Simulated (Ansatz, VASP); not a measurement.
**One calculation of GaCo, two programs**

```
Ga Co
1.0
     2.93445    0.00000    0.00000
     0.00000    2.93445    0.00000
     0.00000    0.00000    2.93445
Ga Co
1 1
Direct
  0.50000 0.50000 0.50000
  0.00000 0.00000 0.00000
```

Alike in both runs: task single point; functional r2SCAN; k mesh 9 × 9 × 9; occupations tetrahedron; collinear spin; Hubbard terms Co d U = 6.2 eV.

|  | VASP | Ansatz |
| --- | --- | --- |
| version | VASP 6.6.1 | Ansatz 0.2.0 |
| potentials or method | VASP PAW PBE potentials, release 64 (Ga_d, Co_sv) | Ansatz PAW |
| plane-wave cutoff (eV) | 660 | 500 |
| valence electrons in the cell | 30 | 30 |

```tsv
	VASP	Ansatz	Ansatz less VASP
gap on the k mesh at the Fermi level (eV)	none	none	-
pressure (GPa)	14.7	18.9	+4.17
net moment per atom (μB)	0.96	0.98	+0.017
size of the moment on the site where the two differ most (μB)	0.03	0.01	-0.023
```

VASP's potentials were made for PBE, not for r2SCAN. Site moments also hang on the region over which each program counts them. The programs project onto different local orbitals, so the same U acts differently, and such runs can settle in different states. A gap of «none» marks a metal or a gap that the smearing closes.

Noted on Ansatz's run: the magnetic or orbital state may not be the lowest.
